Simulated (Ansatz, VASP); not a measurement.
GaP in VASP and in Ansatz

File INCAR:

```
PREC = Accurate
ENCUT = 520
EDIFF = 1E-7
ISMEAR = -1
SIGMA = 0.05
LREAL = F
LASPH = T
NELM = 80
ALGO = Normal
ISIF = 2
LWAVE = F
LCHARG = T
GGA = PE
LELF = T
LVHAR = T
NBANDS = 16
```

Contents of KPOINTS:

```
regular mesh
0
Gamma
  10 10 10
```

Contents of POSCAR:

```
GaP
1.0
    0.0000000000      2.7786998443      2.7786998443
    2.7786998443      0.0000000000      2.7786998443
    2.7786998443      2.7786998443      0.0000000000
Ga P
1 1
Direct
    0.0000000000      0.0000000000      0.0000000000
    0.7500000000      0.7500000000      0.7500000000
```

Input for Ansatz:

```yaml
crystal:
  lattice:
    - [0.0, 2.7786998443, 2.7786998443]
    - [2.7786998443, 0.0, 2.7786998443]
    - [2.7786998443, 2.7786998443, 0.0]
  atoms:
    - { symbol: Ga, position: [0.0, 0.0, 0.0] }
    - { symbol: P, position: [0.75, 0.75, 0.75] }
kpoints:
  mp_grid: { grid: [10, 10, 10] }
scf:
  occupations: { method: fermi_dirac, width: 0.05 }
hamiltonian:
  xc: pbe
  pseudopotentials: { kind: all_electron, lapw: { basis_error: 0.0005 } }
output:
  forces: true
  stress: true
  eigenvalues: true
```

Change from the starting cell: volume scaled by 1.06.

Alike in both runs: task single point; functional PBE; k mesh 10 × 10 × 10; occupations fermi-dirac, width 0.05 eV; no spin polarisation.

|  | VASP | Ansatz |
| --- | --- | --- |
| version | VASP 6.6.1 | Ansatz 0.2.0 |
| potentials or method | VASP PAW PBE potentials, release 64 (Ga_d, P), cutoff 520 eV | all-electron LAPW, scalar-relativistic |

|  | VASP | Ansatz | Ansatz less VASP |
| --- | --- | --- | --- |
| pressure (GPa) | -2.0 | -2.0 | -0.02 |

Ansatz ran all-electron here, and VASP with PAW potentials.
